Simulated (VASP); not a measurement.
# Sn (Im-3m) in VASP: a series of runs, part 2 of 2

VASP 6.6.1. The steps go on from the part before.

### Step 5. Relaxation of cell and atoms, PBEsol, target pressure 5 GPa, at which the enthalpy is minimised

This run uses another cell than the first one, of 27.20 Å³/atom, 1.047 times its volume.

INCAR reads:

```
ALGO = Normal ; EDIFF = 1E-6
EDIFFG = -0.01 ; ENCUT = 600
GGA = PS ; IBRION = 2
ISIF = 3 ; ISMEAR = -1
LASPH = T ; LCHARG = F
LREAL = F ; LWAVE = F
NELM = 80 ; NSW = 80
PREC = Accurate ; PSTRESS = 50.0
SIGMA = 0.05
```

KPOINTS reads:

```
k-points
0
Gamma
  10 10 10
```

POSCAR reads:

```
Sn
1.0
   -1.8946518192      1.8946518192      1.8946518192
    1.8946518192     -1.8946518192      1.8946518192
    1.8946518192      1.8946518192     -1.8946518192
Sn
1
Direct
    0.0000000000      0.0000000000      0.0000000000
```

Potentials or basis: VASP PAW PBE potentials, release 64 (Sn_d).

Launch:

```
$ cat potpaw_PBE.64/Sn_d/POTCAR > POTCAR
$ mpirun -np 1 vasp_std > vasp.out
```

OUTCAR:

```text
EDIFF = 1E-6
   EDIFFG = -0.01
   ENCUT = 600
   GGA = PS
   IBRION = 2
   ISIF = 3
   ISMEAR = -1
   LASPH = T
   LREAL = F
   NELM = 80
   NSW = 80
   PREC = Accurate
   PSTRESS = 50.0

 ion  position               nearest neighbor table
   1  0.000  0.000  0.000-

  LATTYP: Found a body centered cubic cell.
 ALAT       =     3.7893036384

  Lattice vectors:

 A1 = (  -1.8946518192,   1.8946518192,   1.8946518192)
 A2 = (   1.8946518192,  -1.8946518192,   1.8946518192)
 A3 = (   1.8946518192,   1.8946518192,  -1.8946518192)

Analysis of symmetry for initial positions (statically):
=====================================================================
 Subroutine PRICEL returns:
 Original cell was already a primitive cell.

 Routine SETGRP: Setting up the symmetry group for a
 body centered cubic supercell.

 Subroutine GETGRP returns: Found 48 space group operations
[... 9 lines left out ...]

 Routine SETGRP: Setting up the symmetry group for a
 body centered cubic supercell.

 Subroutine GETGRP returns: Found 48 space group operations
[... 11 lines left out ...]
                                     Primitive cell

  volume of cell :      27.2050

  direct lattice vectors                    reciprocal lattice vectors
    -1.894651819  1.894651819  1.894651819     0.000000000  0.263900731  0.263900731
     1.894651819 -1.894651819  1.894651819     0.263900731  0.000000000  0.263900731
     1.894651819  1.894651819 -1.894651819     0.263900731  0.263900731  0.000000000

  length of vectors
     3.281633214  3.281633214  3.281633214     0.373211993  0.373211993  0.373211993

  position of ions in fractional coordinates (direct lattice)
     0.000000000  0.000000000  0.000000000

  ion indices of the primitive-cell ions
   primitive index   ion index
                 1           1

----------------------------------------------------------------------------------------

 KPOINTS: k-points

Automatic generation of k-mesh.
 Grid dimensions read from file:
 generate k-points for:   10   10   10

 Generating k-lattice:

  Cartesian coordinates                     Fractional coordinates (reciprocal lattice)
     0.000000000  0.026390073  0.026390073     0.100000000  0.000000000  0.000000000
     0.026390073  0.000000000  0.026390073     0.000000000  0.100000000  0.000000000
     0.026390073  0.026390073  0.000000000     0.000000000  0.000000000  0.100000000

  Length of vectors
     0.037321199  0.037321199  0.037321199

  Shift w.r.t. Gamma in fractional coordinates (k-lattice)
     0.000000000  0.000000000  0.000000000

 Subroutine IBZKPT returns following result:
 ===========================================

 Found     47 irreducible k-points:

 Following reciprocal coordinates:
            Coordinates               Weight
  0.000000  0.000000  0.000000      1.000000
  0.100000  0.000000  0.000000     12.000000
  0.200000  0.000000  0.000000     12.000000
  0.300000  0.000000  0.000000     12.000000
  0.400000  0.000000  0.000000     12.000000
  0.500000  0.000000  0.000000      6.000000
[... 16 lines left out ...]
  0.300000  0.300000  0.100000      8.000000
 -0.300000  0.300000  0.100000     24.000000
 [... further k-points ...]
   k-points           NKPTS =     47   k-points in BZ     NKDIM =     47   number of bands    NBANDS=     11
   number of dos      NEDOS =    301   number of ions     NIONS =      1
   total plane-waves  NPLWV =  21952
   dimension x,y,z NGX =    28 NGY =   28 NGZ =   28
   dimension x,y,z NGXF=    56 NGYF=   56 NGZF=   56
   ions per type =               1
   NGX,Y,Z   is equivalent  to a cutoff of  14.18, 14.18, 14.18 a.u.
   NGXF,Y,Z  is equivalent  to a cutoff of  28.37, 28.37, 28.37 a.u.
 SYSTEM =  unknown system
   PREC   = accura    normal or accurate (medium, high low for compatibility)
   ISTART =      0    job   : 0-new  1-cont  2-samecut
   ICHARG =      2    charge: 1-file 2-atom 10-const
   ISPIN  =      1    spin polarized calculation?
   LNONCOLLINEAR =      F non collinear calculations
   LSORBIT =      F    spin-orbit coupling
   LASPH  =      T    aspherical Exc in radial PAW
   ENCUT  =  600.0 eV  44.10 Ry    6.64 a.u.   6.55  6.55  6.55*2*pi/ulx,y,z
   NELM   =     80;   NELMIN=  2; NELMDL= -5     # of ELM steps
   EDIFF  = 0.1E-05   stopping-criterion for ELM
   LREAL  =      F    real-space projection
   EDIFFG = -.1E-01   stopping-criterion for IOM
   NSW    =     80    number of steps for IOM
   IBRION =      2    ionic relax: 0-MD 1-quasi-New 2-CG
   NFREE  =      1    steps in history (QN), initial steepest desc. (CG)
   ISIF   =      3    stress and relaxation
   ISYM   =      2    0-nonsym 1-usesym 2-fastsym
   POTIM  = 0.5000    time-step for ionic-motion
   TEBEG  =    0.0;   TEEND  =   0.0 temperature during run
   PSTRESS=   50.0 pullay stress
   NELECT =      14.0000    total number of electrons
   NUPDOWN=      -1.0000    fix difference up-down
   EMIN   =  10.00;   EMAX   =-10.00  energy-range for DOS
[... 5 lines left out ...]
     AMIX     =   0.40;   BMIX     =  1.00
     AMIX_MAG =   1.60;   BMIX_MAG =  1.00
  volume/ion in A,a.u.               =      27.20       183.59
  Fermi-wavevector in a.u.,A,eV,Ry     =   1.311902  2.479136 23.416813  1.721087
  Thomas-Fermi vector in A             =   2.442332
   LORBIT       =      0    0 simple, 1 ext, 2 COOP (PROOUT), +10 PAW based schemes
   GGA     = PS    functional components
   LHFCALC =     F    Hartree Fock is set to
   AEXX    =    0.0000 exact exchange contribution
   IVDW    =     0    specifies the selected vdW correction
   LEPSILON=     F    determine dielectric tensor
   LRPA    =     F    only Hartree local field effects (RPA)
 conjugate gradient relaxation of ions
 non-spin polarized calculation
  energy-cutoff  :      600.00
  volume of cell :       27.20
 maximum number of plane-waves:       935
 NGX is ok and might be reduce to    28
   NGX = 13   NGY = 13   NGZ = 13

--------------------------------------- Ionic step        1  -------------------------------------------

 number of electron      13.9999996 magnetization

 Free energy of the ion-electron system (eV)
  ---------------------------------------------------
  ext. energy  EPLUGINS =         0.00000000
  ---------------------------------------------------
  free energy    TOTEN  =        -4.21222701 eV

  energy without entropy =       -4.20490468  energy(sigma->0) =       -4.20856584

------------------------ aborting loop because EDIFF is reached ----------------------------------------

  FORCE on cell =-STRESS in cart. coord.  units (eV):
  Direction    XX          YY          ZZ          XY          YZ          ZX
  --------------------------------------------------------------------------------------
  -------------------------------------------------------------------------------------
  Total       -0.3687268     -0.3687268     -0.3687268      0.0000000      0.0000000      0.0000000
  in kB      -21.7153629    -21.7153629    -21.7153629      0.0000000      0.0000000      0.0000000
  external PRESSURE =     -71.7153629 kB  Pullay stress =      50.0000000 kB
[... 22 lines left out ...]
  enthalpy is  TOTEN    =        -3.3632270918 eV   P V=        0.8489999152

--------------------------------------- Ionic step        2  -------------------------------------------

 number of electron      14.0000005 magnetization

 E-fermi :  10.3232     XC(G=0): -11.3846

 val. band max:       10.1929525930   @ k =  -0.4000   0.4000   0.4000
 cond. band min:      10.3403734942   @ k =   0.4000   0.2000  -0.0000
 fundamental gap:      0.1474209012
 Fermi energy:        10.3232353618

 k-point     1 :       0.0000    0.0000    0.0000
  band No.  band energies     occupation
      1     -11.3065      2.00000
      2     -11.3065      2.00000
      3     -11.3065      2.00000
      4     -11.0686      2.00000
      5     -11.0686      2.00000
      6      -2.2360      2.00000
      7      20.0900      0.00000
      8      20.0900      0.00000
      9      20.0900      0.00000
     10      22.7644      0.00000
     11      22.7644      0.00000
[... 356 lines left out ...]
  enthalpy is  TOTEN    =        -3.4195873219 eV   P V=        0.7079908407

--------------------------------------- Ionic step        3  -------------------------------------------

 number of electron      13.9999996 magnetization

 Free energy of the ion-electron system (eV)
  ---------------------------------------------------
  ext. energy  EPLUGINS =         0.00000000
  ---------------------------------------------------
  free energy    TOTEN  =        -4.19402216 eV

  energy without entropy =       -4.18955444  energy(sigma->0) =       -4.19178830

 E-fermi :   9.4715     XC(G=0): -11.0867

 val. band max:        9.3983564421   @ k =  -0.4000   0.4000   0.4000
 cond. band min:       9.5174670263   @ k =   0.4000   0.2000  -0.0000
 fundamental gap:      0.1191105842
 Fermi energy:         9.4714673999

 k-point     1 :       0.0000    0.0000    0.0000
  band No.  band energies     occupation
      1     -12.0801      2.00000
      2     -12.0801      2.00000
      3     -12.0801      2.00000
      4     -11.8800      2.00000
      5     -11.8800      2.00000
      6      -2.5647      2.00000
      7      18.6042      0.00000
      8      18.6042      0.00000
      9      18.6042      0.00000
     10      21.8284      0.00000
     11      21.8284      0.00000
[... 350 lines left out ...]
  FREE ENERGIE OF THE ION-ELECTRON SYSTEM (eV)
  ---------------------------------------------------
  free  energy   TOTEN  =        -4.1940221570 eV

  energy  without entropy=       -4.1895544439  energy(sigma->0) =       -4.19178830

  enthalpy is  TOTEN    =        -3.4422089819 eV   P V=        0.7518131751

 reached required accuracy - stopping structural energy minimisation
```

Wall time 41 s (1 thread of Intel Xeon Platinum 8259CL at 2.50GHz (Skylake/Cascade Lake), shared host); peak memory 0.17 GiB.

Results:

| Item | Value |
| --- | --- |
| Free energy | -4.1940 eV |
| Relaxed volume | 24.09 Å³/atom |
| Relaxed cell | a = 3.151 Å, b = 3.151 Å, c = 3.151 Å, α = 109.47°, β = 109.47°, γ = 109.47° |
| Space group after relaxing (to 0.05 Å) | Im-3m (No. 229) |
| Energy change on relaxing (the enthalpy is what falls) | +18.2 meV/atom |
| Ionic steps | 3 |
| Pressure after relaxing | 5.0 GPa |
| Band gap on the k mesh | zero (band 7 reaches 18.60 eV, above the bottom of band 8 at 6.80 eV) |

The path:
| step | energy change (eV) | largest force (eV/Å) | pressure (GPa) | volume (Å³) |
| --- | --- | --- | --- | --- |
| 1 | 0.0000 | 0.0000 | -2.17 | 27.20 |
| 2 | 0.0846 | 0.0000 | 10.46 | 22.69 |
| 3 | 0.0182 | 0.0000 | 5.03 | 24.09 |

Final structure:
```xyz
1
Lattice="-1.8194 1.8194 1.8194 1.8194 -1.8194 1.8194 1.8194 1.8194 -1.8194" Properties=species:S:1:pos:R:3 pbc="T T T"
Sn    0.0000    0.0000    0.0000
```

Caveat: the cell is relaxed towards a set pressure, so the enthalpy falls and the energy may rise; the PAW data sets were made with another functional, which shifts forces and pressure a little; spin-orbit coupling is left out, which moves the levels of the heavy elements.

### Step 6. Overview

```tsv
task	cell	cutoff (eV)	gap on the mesh (eV)	pressure (GPa)
single point	a = 3.232 Å, angles 109.5°, 1 atom	520	none	-0.1
single point	a = 3.282 Å, angles 109.5°, 1 atom	520	none	-2.2
relaxation of cell and atoms	relaxed from a = 3.282 Å, angles 109.5°, 1 atom	600	none	0.0
relaxation of cell and atoms	relaxed to 5 GPa from a = 3.282 Å, angles 109.5°, 1 atom	600	none	5.0
```

Alike in all rows: level PBEsol; potentials or basis VASP PAW PBE potentials, release 64 (Sn_d); no spin polarisation; k mesh 10 × 10 × 10; smearing fermi-dirac 0.05 eV.

Caveats: the PAW data sets were made with another functional, which shifts forces and pressure a little; spin-orbit coupling is left out, which moves the levels of the heavy elements; the cell is relaxed towards a set pressure, so the enthalpy falls and the energy may rise (some runs).

Total energies depend on the potentials used, so only differences within one code and one set of settings carry meaning.
